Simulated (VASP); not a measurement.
Set up this calculation in VASP 6.6.1, as the native input.

```yaml
Task: single point
Functional: PBE
Potentials_or_basis: VASP PAW PBE potentials, release 64 (B)
Cutoff: 520 eV
k_mesh: 46 × 46 × 46
Occupations: fermi-dirac, width 0.0612256 eV
Spin: no spin polarisation
Dipole_correction: no
Further_INCAR_settings: ALGO = Normal; EDIFF = 1e-06; NBANDS = 10
```

The structure of B lies in POSCAR:

```
B
1.0
    0.0000000000      2.0654386807      2.0654386807
    2.0654386807      0.0000000000      2.0654386807
    2.0654386807      2.0654386807      0.0000000000
B
2
Direct
    0.0000000000      0.0000000000      0.0000000000
    0.2500000000      0.2500000000      0.2500000000
```

This isn't the form of B at room conditions, which is rhombohedral.

One way to write it, as run:

INCAR

```
SYSTEM = B
ALGO = Normal ; EDIFF = 1E-6
ENCUT = 520 ; GGA = PE
ISIF = 2 ; ISMEAR = -1
LASPH = .TRUE. ; LCHARG = .FALSE.
LREAL = .FALSE. ; LWAVE = .FALSE.
NBANDS = 10 ; NELM = 100
PREC = Accurate ; SIGMA = 0.06122561905347299
```

KPOINTS

```
k-points
0
G
  46 46 46
  0 0 0
```

Potentials or basis: VASP PAW PBE potentials, release 64 (B).

Launch:

```bash
$ cat potpaw_PBE.64/B/POTCAR > POTCAR
$ mpirun -np 1 vasp_std > vasp.out
```

Results of the run:

```yaml
Pressure: -9.3 GPa
Band_gap_on_the_k_mesh: zero (bands 3 and 4 overlap by 6.76 eV)
```

Caveat: the cell stands under tension.

Run time: 4.7 min on 1 thread of AMD EPYC 7R43 64-Core Processor (Zen 3), on a shared host, peak memory 0.4 GiB.
